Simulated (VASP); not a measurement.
# Ag in VASP: a series of runs, part 2 of 2

VASP 6.6.1. Earlier steps stand in the parts before.

## (3) Electric field gradients, LDA (volume scaled by 1.02)

Contents of INCAR:

```
SYSTEM = Ag
PREC = Accurate
ENCUT = 520
EDIFF = 1E-8
ISMEAR = -1
SIGMA = 0.05
LREAL = .False.
LASPH = .True.
NELM = 100
ALGO = Normal
ISIF = 2
LWAVE = .False.
LCHARG = .False.
LEFG = .True.
NBANDS = 12
```

Contents of KPOINTS:

```
regular mesh
0
Gamma
  15 15 15
  0 0 0
```

Contents of POSCAR:

```
Ag
1.0
    0.0000000000      2.0566308579      2.0566308579
    2.0566308579      0.0000000000      2.0566308579
    2.0566308579      2.0566308579      0.0000000000
Ag
1
Direct
    0.0000000000      0.0000000000      0.0000000000
```

Potentials or basis: VASP PAW LDA potentials, release 64 (Ag).

Command:

```bash
cat potpaw_LDA.64/Ag/POTCAR > POTCAR
mpirun -np 1 vasp_std > vasp.out
```

OUTCAR:

```text
SYSTEM = Ag
   PREC = Accurate
   ENCUT = 520
   EDIFF = 1E-8
   ISMEAR = -1
   LREAL = .False.
   LASPH = .True.
   NELM = 100
   ISIF = 2

 ion  position               nearest neighbor table
   1  0.000  0.000  0.000-

  LATTYP: Found a face centered cubic cell.
 ALAT       =     4.1132617158

  Lattice vectors:

 A1 = (   0.0000000000,   2.0566308579,   2.0566308579)
 A2 = (   2.0566308579,   0.0000000000,   2.0566308579)
 A3 = (   2.0566308579,   2.0566308579,   0.0000000000)

Analysis of symmetry for initial positions (statically):
=====================================================================
 Subroutine PRICEL returns:
 Original cell was already a primitive cell.

 Routine SETGRP: Setting up the symmetry group for a
 face centered cubic supercell.

 Subroutine GETGRP returns: Found 48 space group operations
[... 9 lines left out ...]

 Routine SETGRP: Setting up the symmetry group for a
 face centered cubic supercell.

 Subroutine GETGRP returns: Found 48 space group operations
[... 11 lines left out ...]
                                     Primitive cell

  volume of cell :      17.3980

  direct lattice vectors                    reciprocal lattice vectors
     0.000000000  2.056630858  2.056630858    -0.243116064  0.243116064  0.243116064
     2.056630858  0.000000000  2.056630858     0.243116064 -0.243116064  0.243116064
     2.056630858  2.056630858  0.000000000     0.243116064  0.243116064 -0.243116064

  length of vectors
     2.908515252  2.908515252  2.908515252     0.421089376  0.421089376  0.421089376

  position of ions in fractional coordinates (direct lattice)
     0.000000000  0.000000000  0.000000000

  ion indices of the primitive-cell ions
   primitive index   ion index
                 1           1

----------------------------------------------------------------------------------------

 KPOINTS: regular mesh

Automatic generation of k-mesh.
 Grid dimensions read from file:
 generate k-points for:   15   15   15

 Generating k-lattice:

  Cartesian coordinates                     Fractional coordinates (reciprocal lattice)
    -0.016207738  0.016207738  0.016207738     0.066666667  0.000000000  0.000000000
     0.016207738 -0.016207738  0.016207738     0.000000000  0.066666667  0.000000000
     0.016207738  0.016207738 -0.016207738     0.000000000  0.000000000  0.066666667

  Length of vectors
     0.028072625  0.028072625  0.028072625

  Shift w.r.t. Gamma in fractional coordinates (k-lattice)
     0.000000000  0.000000000  0.000000000

 Subroutine IBZKPT returns following result:
 ===========================================

 Found    120 irreducible k-points:

 Following reciprocal coordinates:
            Coordinates               Weight
  0.000000  0.000000  0.000000      1.000000
  0.066667  0.000000  0.000000      8.000000
  0.133333  0.000000  0.000000      8.000000
  0.200000  0.000000  0.000000      8.000000
  0.266667  0.000000  0.000000      8.000000
[... 41 lines left out ...]
   NSW    =      0    number of steps for IOM
   IBRION =     -1    ionic relax: 0-MD 1-quasi-New 2-CG
   NFREE  =      0    steps in history (QN), initial steepest desc. (CG)
   ISIF   =      2    stress and relaxation
   ISYM   =      2    0-nonsym 1-usesym 2-fastsym
   POTIM  = 0.5000    time-step for ionic-motion
   TEBEG  =    0.0;   TEEND  =   0.0 temperature during run
   PSTRESS=    0.0 pullay stress
   NELECT =      11.0000    total number of electrons
   NUPDOWN=      -1.0000    fix difference up-down
   EMIN   =  10.00;   EMAX   =-10.00  energy-range for DOS
   EFERMI =   0.00;   METHOD = LEGACY
   ISMEAR =    -1;   SIGMA  =   0.05  broadening in eV -4-tet -1-fermi 0-gaus
   EFERMI_NEDOS =   21; number of points for ismear=-14 and -15
   IALGO  =     38    algorithm
   IMIX   =      4    mixing-type and parameters
     AMIX     =   0.40;   BMIX     =  1.00
     AMIX_MAG =   1.60;   BMIX_MAG =  1.00
  volume/ion in A,a.u.               =      17.40       117.41
  Fermi-wavevector in a.u.,A,eV,Ry     =   1.405096  2.655247 26.861917  1.974295
  Thomas-Fermi vector in A             =   2.527592
   LORBIT       =      0    0 simple, 1 ext, 2 COOP (PROOUT), +10 PAW based schemes
   GGA     = CA    functional components
   LHFCALC =     F    Hartree Fock is set to
   AEXX    =    0.0000 exact exchange contribution
   IVDW    =     0    specifies the selected vdW correction
   LEPSILON=     F    determine dielectric tensor
   LRPA    =     F    only Hartree local field effects (RPA)
 non-spin polarized calculation
  energy-cutoff  :      520.00
  volume of cell :       17.40
 maximum number of plane-waves:       489
 NGX is ok and might be reduce to    24
   NGX = 11   NGY = 11   NGZ = 11

 number of electron      10.9999999 magnetization

 Free energy of the ion-electron system (eV)
  ---------------------------------------------------
  ext. energy  EPLUGINS =         0.00000000
  ---------------------------------------------------
  free energy    TOTEN  =        -3.73869009 eV

  energy without entropy =       -3.73519689  energy(sigma->0) =       -3.73694349

 E-fermi :   7.9864     XC(G=0): -12.4657

 val. band max:        7.9822907500   @ k =  -0.3333   0.2000   0.0000
 cond. band min:       8.0247626707   @ k =  -0.2667   0.2667   0.0667
 fundamental gap:      0.0424719208
 Fermi energy:         7.9864009114

 k-point     1 :       0.0000    0.0000    0.0000
  band No.  band energies     occupation
      1       0.1852      2.00000
      2       3.1610      2.00000
      3       3.1610      2.00000
      4       3.1610      2.00000
      5       4.1781      2.00000
      6       4.1781      2.00000
      7      23.8442      0.00000
      8      27.2234      0.00000
      9      27.2234      0.00000
     10      27.2234      0.00000
     11      32.1963      0.00000
     12      33.0412      0.00000
[... 331 lines left out ...]
 k-point    24 :       0.2000    0.1333    0.0000
  band No.  band energies     occupation
      1       1.3072      2.00000
      2       2.7782      2.00000
      3       3.5132      2.00000
      4       3.5454      2.00000
      5       3.9355      2.00000
      6       4.3643      2.00000
      7      22.7730      0.00000
      8      24.4468      0.00000
      9      24.6557      0.00000
     10      26.2573      0.00000
     11      29.5111      0.00000
     12      32.8553      0.00000

 [... further k-points ...]
[... 5 lines left out ...]
  --------------------------------------------------------------------------------------
  -------------------------------------------------------------------------------------
  Total       -0.9834397     -0.9834397     -0.9834397     -0.0000000     -0.0000000      0.0000000
  in kB      -90.5647652    -90.5647652    -90.5647652     -0.0000000     -0.0000000      0.0000000
  external PRESSURE =     -90.5647652 kB  Pullay stress =       0.0000000 kB

 VOLUME and BASIS-vectors are now :
 -----------------------------------------------------------------------------
  energy-cutoff  :      520.00
  volume of cell :       17.40
      direct lattice vectors                 reciprocal lattice vectors
     0.000000000  2.056630858  2.056630858    -0.243116064  0.243116064  0.243116064
     2.056630858  0.000000000  2.056630858     0.243116064 -0.243116064  0.243116064
     2.056630858  2.056630858  0.000000000     0.243116064  0.243116064 -0.243116064

 POSITION                                       TOTAL-FORCE (eV/Angst)
 -----------------------------------------------------------------------------------
      0.00000      0.00000      0.00000        -0.000000     -0.000000     -0.000000
 -----------------------------------------------------------------------------------
    total drift:                               -0.000000      0.000000     -0.000000

  FREE ENERGIE OF THE ION-ELECTRON SYSTEM (eV)
  ---------------------------------------------------
  free  energy   TOTEN  =        -3.7386900913 eV

  energy  without entropy=       -3.7351968876  energy(sigma->0) =       -3.73694349

 Electric field gradients (V/A^2)
---------------------------------------------------------------------
 ion       V_xx      V_yy      V_zz      V_xy      V_xz      V_yz
---------------------------------------------------------------------
   1      -0.000    -0.000     0.000     0.001     0.001     0.001
---------------------------------------------------------------------

 Electric field gradients after diagonalization (V/A^2)
 (convention: |V_zz| > |V_xx| > |V_yy|)
----------------------------------------------------------------------
 ion       V_xx      V_yy      V_zz     asymmetry (V_yy - V_xx)/ V_zz
----------------------------------------------------------------------
   1      -0.001    -0.001     0.001       0.000
----------------------------------------------------------------------

           NMR quadrupolar parameters

 Cq : quadrupolar parameter    Cq=e*Q*V_zz/h
 eta: asymmetry parameters     (V_yy - V_xx)/ V_zz
 Q  : nuclear electric quadrupole moment in mb (millibarn)
----------------------------------------------------------------------
 ion       Cq(MHz)       eta       Q (mb)
----------------------------------------------------------------------
   1       0.000       0.000       1.000
----------------------------------------------------------------------
```

Wall time 28 s (1 thread of AMD EPYC 7R13 (Zen 3), shared host); peak memory 0.11 GiB.

Results:

```
Free energy : -3.7387 eV
Pressure    : -9.1 GPa
```

Caveat: without QUAD_EFG the Cq values of the log hold for a quadrupole moment of 1 mb, not for the nuclei.

## (4) Electric field gradients, LDA (equal xy, yz and zx shear strains of -3 %)

INCAR is that of step 3.

KPOINTS is that of step 3.

Contents of POSCAR:

```
Ag
1.0
   -0.0612930000      2.0124535000      2.0124535000
    2.0124535000     -0.0612930000      2.0124535000
    2.0124535000      2.0124535000     -0.0612930000
Ag
1
Direct
    0.0000000000      0.0000000000      0.0000000000
```

Potentials or basis: VASP PAW LDA potentials, release 64 (Ag).

Command:

```bash
cat potpaw_LDA.64/Ag/POTCAR > POTCAR
mpirun -np 1 vasp_std > vasp.out
```

OUTCAR:

```text
SYSTEM = Ag
   PREC = Accurate
   ENCUT = 520
   EDIFF = 1E-8
   ISMEAR = -1
   LREAL = .False.
   LASPH = .True.
   NELM = 100
   ISIF = 2

 ion  position               nearest neighbor table
   1  0.000  0.000  0.000-

  LATTYP: Found a trigonal (rhomboedric) cell.
 ALAT       =     2.8466989674
 COS(alpha) =     0.4693254694

  Lattice vectors:

 A1 = (  -0.0612930000,   2.0124535000,   2.0124535000)
 A2 = (   2.0124535000,  -0.0612930000,   2.0124535000)
 A3 = (   2.0124535000,   2.0124535000,  -0.0612930000)

Analysis of symmetry for initial positions (statically):
[... 563 lines left out ...]
    total drift:                               -0.000000      0.000000     -0.000000

  FREE ENERGIE OF THE ION-ELECTRON SYSTEM (eV)
  ---------------------------------------------------
  free  energy   TOTEN  =        -3.7530138644 eV

  energy  without entropy=       -3.7506082800  energy(sigma->0) =       -3.75181107

 Electric field gradients (V/A^2)
---------------------------------------------------------------------
 ion       V_xx      V_yy      V_zz      V_xy      V_xz      V_yz
---------------------------------------------------------------------
   1      -0.000     0.000    -0.000    -2.541    -2.541    -2.541
---------------------------------------------------------------------

 Electric field gradients after diagonalization (V/A^2)
 (convention: |V_zz| > |V_xx| > |V_yy|)
----------------------------------------------------------------------
 ion       V_xx      V_yy      V_zz     asymmetry (V_yy - V_xx)/ V_zz
----------------------------------------------------------------------
   1       2.541     2.541    -5.081       0.000
----------------------------------------------------------------------

           NMR quadrupolar parameters

 Cq : quadrupolar parameter    Cq=e*Q*V_zz/h
 eta: asymmetry parameters     (V_yy - V_xx)/ V_zz
 Q  : nuclear electric quadrupole moment in mb (millibarn)
----------------------------------------------------------------------
 ion       Cq(MHz)       eta       Q (mb)
----------------------------------------------------------------------
   1      -0.012       0.000       1.000
----------------------------------------------------------------------
```

stdout:

```text
POSCAR found type information on POSCAR Ag
 POSCAR found :  1 types and       1 ions
 scaLAPACK will be used
 LDA part: xc-table for (Slater(with rela. corr.)+CA(PZ))
 , standard interpolation
 POSCAR, INCAR and KPOINTS ok, starting setup
 FFT: planning ... GRIDC
 FFT: planning ... GRID_SOFT
 FFT: planning ... GRID
 WAVECAR not read
 entering main loop
ion   1
```

It took 95 s on 1 thread of Intel Xeon 6975P-C, shared host; peak memory 0.19 GiB.

Results:

| Property | Result |
| --- | --- |
| Free energy | -3.7530 eV |
| Pressure | -6.9 GPa |

Electric field gradients, principal values (V/Å²):
| atom | least | middle | greatest (by size) |
| --- | --- | --- | --- |
| 1 Ag | 2.541 | 2.541 | -5.081 |

Caveat: the cell differs from its parent crystal (equal xy, yz and zx shear strains of -3 %); without QUAD_EFG the Cq values of the log hold for a quadrupole moment of 1 mb, not for the nuclei.
